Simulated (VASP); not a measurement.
# Bi2Te2O (R-3m) in VASP: notebook, part 2 of 2

VASP 6.6.1. The steps go on from the part before.

### Step 3. Relaxation of cell and atoms, PBE

This run uses another cell than the first one, of 26.69 Å³/atom.

Contents of INCAR:

```
PREC = Accurate ; ENCUT = 600
EDIFF = 1E-6 ; ISMEAR = 0
SIGMA = 0.15 ; LREAL = F
LASPH = T ; NELM = 100
ALGO = Normal ; ISIF = 3
LWAVE = F ; LCHARG = F
GGA = PE ; IBRION = 2
NSW = 36 ; EDIFFG = -0.08
```

Contents of KPOINTS:

```
Automatic mesh
0
Gamma
  3 3 3
```

Contents of POSCAR:

```
Bi2Te2O
1.0
    2.0500000000      1.1835680500      9.1666666700
   -2.0500000000      1.1835680500      9.1666666700
    0.0000000000     -2.3671361000      9.1666666700
Bi Te O
2 2 1
Direct
    0.6230000000      0.6230000000      0.6230000000
    0.3770000000      0.3770000000      0.3770000000
    0.7840000000      0.7840000000      0.7840000000
    0.2160000000      0.2160000000      0.2160000000
    0.0000000000      0.0000000000      0.0000000000
```

Potentials or basis: VASP PAW PBE potentials, release 64 (Bi_d, Te, O).

Run with:

```sh
cat potpaw_PBE.64/Bi_d/POTCAR potpaw_PBE.64/Te/POTCAR potpaw_PBE.64/O/POTCAR > POTCAR
mpirun -np 1 vasp_std > vasp.out
```

OUTCAR:

```text
PREC = Accurate
   ENCUT = 600
   EDIFF = 1E-6
   ISMEAR = 0
   LREAL = F
   LASPH = T
   NELM = 100
   ISIF = 3
   GGA = PE
   IBRION = 2
   NSW = 36
   EDIFFG = -0.08

 ion  position               nearest neighbor table
   1  0.623  0.623  0.623-   5 2.65   5 2.65   5 2.65   4 3.12   4 3.12   4 3.12   2 3.37   2 3.37
                             2 3.37
   2  0.377  0.377  0.377-   5 2.65   5 2.65   5 2.65   3 3.12   3 3.12   3 3.12   1 3.37   1 3.37
                             1 3.37
   3  0.784  0.784  0.784-   2 3.12   2 3.12   2 3.12   4 3.60   4 3.60   4 3.60
   4  0.216  0.216  0.216-   1 3.12   1 3.12   1 3.12   3 3.60   3 3.60   3 3.60
   5  0.000  0.000  0.000-   1 2.65   2 2.65   1 2.65   1 2.65   2 2.65   2 2.65

  LATTYP: Found a trigonal (rhomboedric) cell.
 ALAT       =     9.4673708688
 COS(alpha) =     0.9062267569

  Lattice vectors:

 A1 = (   2.0500000000,   1.1835680500,   9.1666666700)
 A2 = (  -2.0500000000,   1.1835680500,   9.1666666700)
 A3 = (   0.0000000000,  -2.3671361000,   9.1666666700)

Analysis of symmetry for initial positions (statically):
=====================================================================
 Subroutine PRICEL returns:
 Original cell was already a primitive cell.

 Routine SETGRP: Setting up the symmetry group for a
 trigonal (rhombohedral) supercell.

 Subroutine GETGRP returns: Found 12 space group operations
 (whereof 12 operations were pure point group operations)
 out of a pool of 12 trial point group operations.

The static configuration has the point symmetry D_3d.

Analysis of symmetry for dynamics (positions and initial velocities):
=====================================================================
 Subroutine PRICEL returns:
 Original cell was already a primitive cell.

 Routine SETGRP: Setting up the symmetry group for a
 trigonal (rhombohedral) supercell.

 Subroutine GETGRP returns: Found 12 space group operations
 (whereof 12 operations were pure point group operations)
 out of a pool of 12 trial point group operations.

The dynamic configuration has the point symmetry D_3d.

 Subroutine INISYM returns: Found 12 space group operations
 (whereof 12 operations are pure point group operations),
 and found     1 'primitive' translations

----------------------------------------------------------------------------------------

                                     Primitive cell

  volume of cell :     133.4473

  direct lattice vectors                    reciprocal lattice vectors
     2.050000000  1.183568050  9.166666670     0.243902439  0.140817139  0.036363636
    -2.050000000  1.183568050  9.166666670    -0.243902439  0.140817139  0.036363636
     0.000000000 -2.367136100  9.166666670     0.000000000 -0.281634278  0.036363636

  length of vectors
     9.467370869  9.467370869  9.467370868     0.283972147  0.283972147  0.283972148

  position of ions in fractional coordinates (direct lattice)
     0.623000000  0.623000000  0.623000000
     0.377000000  0.377000000  0.377000000
     0.784000000  0.784000000  0.784000000
     0.216000000  0.216000000  0.216000000
     0.000000000  0.000000000  0.000000000

  ion indices of the primitive-cell ions
   primitive index   ion index
                 1           1
                 2           2
                 3           3
                 4           4
                 5           5

----------------------------------------------------------------------------------------

 KPOINTS: Automatic mesh

Automatic generation of k-mesh.
 Grid dimensions read from file:
 generate k-points for:    3    3    3

 Generating k-lattice:

  Cartesian coordinates                     Fractional coordinates (reciprocal lattice)
     0.081300813  0.046939046  0.012121212     0.333333333 -0.000000000  0.000000000
    -0.081300813  0.046939046  0.012121212    -0.000000000  0.333333333  0.000000000
     0.000000000 -0.093878093  0.012121212     0.000000000  0.000000000  0.333333333

  Length of vectors
     0.094657382  0.094657382  0.094657383

  Shift w.r.t. Gamma in fractional coordinates (k-lattice)
     0.000000000  0.000000000  0.000000000

 Subroutine IBZKPT returns following result:
 ===========================================

 Found      6 irreducible k-points:

 Following reciprocal coordinates:
            Coordinates               Weight
  0.000000  0.000000  0.000000      1.000000
  0.333333 -0.000000 -0.000000      6.000000
  0.333333  0.333333 -0.000000      6.000000
 -0.333333  0.333333  0.000000      6.000000
  0.333333  0.333333  0.333333      2.000000
 -0.333333  0.333333  0.333333      6.000000
   k-points           NKPTS =      6   k-points in BZ     NKDIM =      6   number of bands    NBANDS=     28
   number of dos      NEDOS =    301   number of ions     NIONS =      5
   total plane-waves  NPLWV = 512000
   dimension x,y,z NGX =    80 NGY =   80 NGZ =   80
   dimension x,y,z NGXF=   160 NGYF=  160 NGZF=  160
   ions per type =               2   2   1
   NGX,Y,Z   is equivalent  to a cutoff of  14.05, 14.05, 14.05 a.u.
   NGXF,Y,Z  is equivalent  to a cutoff of  28.10, 28.10, 28.10 a.u.
 SYSTEM =  unknown system
   PREC   = accura    normal or accurate (medium, high low for compatibility)
   ISTART =      0    job   : 0-new  1-cont  2-samecut
   ICHARG =      2    charge: 1-file 2-atom 10-const
   ISPIN  =      1    spin polarized calculation?
   LNONCOLLINEAR =      F non collinear calculations
   LSORBIT =      F    spin-orbit coupling
   LASPH  =      T    aspherical Exc in radial PAW
   ENCUT  =  600.0 eV  44.10 Ry    6.64 a.u.  18.91 18.91 18.91*2*pi/ulx,y,z
   NELM   =    100;   NELMIN=  2; NELMDL= -5     # of ELM steps
   EDIFF  = 0.1E-05   stopping-criterion for ELM
   LREAL  =      F    real-space projection
   EDIFFG = -.8E-01   stopping-criterion for IOM
   NSW    =     36    number of steps for IOM
   IBRION =      2    ionic relax: 0-MD 1-quasi-New 2-CG
   NFREE  =      1    steps in history (QN), initial steepest desc. (CG)
   ISIF   =      3    stress and relaxation
   ISYM   =      2    0-nonsym 1-usesym 2-fastsym
   POTIM  = 0.5000    time-step for ionic-motion
   TEBEG  =    0.0;   TEEND  =   0.0 temperature during run
   PSTRESS=    0.0 pullay stress
   NELECT =      48.0000    total number of electrons
   NUPDOWN=      -1.0000    fix difference up-down
   EMIN   =  10.00;   EMAX   =-10.00  energy-range for DOS
   EFERMI =   0.00;   METHOD = LEGACY
   ISMEAR =     0;   SIGMA  =   0.15  broadening in eV -4-tet -1-fermi 0-gaus
   EFERMI_NEDOS =   21; number of points for ismear=-14 and -15
   IALGO  =     38    algorithm
   IMIX   =      4    mixing-type and parameters
     AMIX     =   0.40;   BMIX     =  1.00
     AMIX_MAG =   1.60;   BMIX_MAG =  1.00
  volume/ion in A,a.u.               =      26.69       180.11
  Fermi-wavevector in a.u.,A,eV,Ry     =   1.164265  2.200143 18.442886  1.355514
  Thomas-Fermi vector in A             =   2.300805
   LORBIT       =      0    0 simple, 1 ext, 2 COOP (PROOUT), +10 PAW based schemes
   GGA     = PE    functional components
   LHFCALC =     F    Hartree Fock is set to
   AEXX    =    0.0000 exact exchange contribution
   IVDW    =     0    specifies the selected vdW correction
   LEPSILON=     F    determine dielectric tensor
   LRPA    =     F    only Hartree local field effects (RPA)
 conjugate gradient relaxation of ions
 non-spin polarized calculation
 Gauss-broadening in eV      SIGMA  =   0.15
  energy-cutoff  :      600.00
  volume of cell :      133.45
 maximum number of plane-waves:      4464
 NGX is ok and might be reduce to    80
   NGX = 37   NGY = 37   NGZ = 37

--------------------------------------- Ionic step        1  -------------------------------------------

 number of electron      47.9999998 magnetization

 Free energy of the ion-electron system (eV)
  ---------------------------------------------------
  ext. energy  EPLUGINS =         0.00000000
  ---------------------------------------------------
  free energy    TOTEN  =       -20.29998609 eV

  energy without entropy =      -20.29128301  energy(sigma->0) =      -20.29563455

------------------------ aborting loop because EDIFF is reached ----------------------------------------

  FORCE on cell =-STRESS in cart. coord.  units (eV):
  Direction    XX          YY          ZZ          XY          YZ          ZX
  --------------------------------------------------------------------------------------
  -------------------------------------------------------------------------------------
  Total        2.6171004      2.6171004     -1.8368955      0.0000000      0.0000000      0.0000000
  in kB       31.4210857     31.4210856    -22.0538920      0.0000000      0.0000000      0.0000000
  external PRESSURE =      13.5960931 kB  Pullay stress =       0.0000000 kB
[... 258 lines left out ...]
  energy  without entropy=      -20.6669802495  energy(sigma->0) =      -20.66904663

--------------------------------------- Ionic step        8  -------------------------------------------

 number of electron      47.9999999 magnetization

 Free energy of the ion-electron system (eV)
  ---------------------------------------------------
  ext. energy  EPLUGINS =         0.00000000
  ---------------------------------------------------
  free energy    TOTEN  =       -20.67478457 eV

  energy without entropy =      -20.67062448  energy(sigma->0) =      -20.67270452

 E-fermi :   6.2715     XC(G=0):  -9.6765

 val. band max:        6.1754314744   @ k =   0.0000   0.0000   0.0000
 cond. band min:       6.3675397527   @ k =   0.0000   0.0000   0.0000
 fundamental gap:      0.1921082783
 Fermi energy:         6.2714859630

 k-point     1 :       0.0000    0.0000    0.0000
  band No.  band energies     occupation
      1     -16.7921      2.00000
      2     -16.7921      2.00000
      3     -16.7714      2.00000
      4     -16.7689      2.00000
      5     -16.7689      2.00000
      6     -16.7531      2.00000
[... 207 lines left out ...]
  FREE ENERGIE OF THE ION-ELECTRON SYSTEM (eV)
  ---------------------------------------------------
  free  energy   TOTEN  =       -20.6747845686 eV

  energy  without entropy=      -20.6706244764  energy(sigma->0) =      -20.67270452

 reached required accuracy - stopping structural energy minimisation
```

Run time: 11 min. Hardware: 1 thread of Intel Xeon 6975P-C (Granite Rapids), shared host; peak memory 1 GiB.

Results:

```
Free energy                           : -20.6748 eV
Relaxed volume                        : 27.68 Å³/atom
Relaxed cell                          : a = 9.291 Å, b = 9.291 Å, c = 9.291 Å, α = 26.26°, β = 26.26°, γ = 26.26°
Space group after relaxing (to 0.1 Å) : R-3m (No. 166)
Energy gained by relaxing             : 75.0 meV/atom
Ionic steps                           : 8
Pressure after relaxing               : -0.1 GPa
Largest force after relaxing          : 0.058 eV/Å
Band gap on the k mesh                : 0.19 eV
```

Forces on the atoms (eV/Å):
```
Bi   0.000  0.000  0.026
Bi   0.000  0.000 -0.026
Te   0.000  0.000  0.058
Te   0.000  0.000 -0.058
O    0.000  0.000  0.000
```

Stress tensor (GPa, compression positive):
```
 0.00  0.00  0.00
 0.00  0.00  0.00
 0.00  0.00 -0.18
```

The path:
| step | energy change (eV) | largest force (eV/Å) | pressure (GPa) | volume (Å³) |
| --- | --- | --- | --- | --- |
| 1 | 0.0000 | 1.7622 | 1.36 | 133.45 |
| 2 | -0.3281 | 0.6559 | -0.14 | 137.79 |
| 3 | -0.3642 | 0.1581 | -0.60 | 139.90 |
| 4 | -0.3641 | 0.1881 | -0.60 | 139.77 |
| 5 | -0.3675 | 0.1828 | 0.52 | 137.53 |
| 6 | -0.3685 | 0.1279 | 0.15 | 138.26 |
| 7 | -0.3711 | 0.1105 | 0.10 | 138.29 |
| 8 | -0.3748 | 0.0583 | -0.06 | 138.39 |

Final structure:
```xyz
5
Lattice="2.1109 1.2187 8.9657 -2.1109 1.2187 8.9657 0.0000 -2.4374 8.9657" Properties=species:S:1:pos:R:3 pbc="T T T"
Bi    0.0000    0.0000   16.6015
Bi    0.0000    0.0000   10.2958
Te    0.0000    0.0000   21.0621
Te    0.0000    0.0000    5.8352
O     0.0000    0.0000    0.0000
```

Caveat: the k points lie up to 0.58 Å⁻¹ apart in the final cell; spin-orbit coupling is left out, which moves the levels of the heavy elements; the relaxation stopped at a loose force limit of 0.08 eV/Å, so its end isn't a converged minimum. A k mesh can miss the band edges.
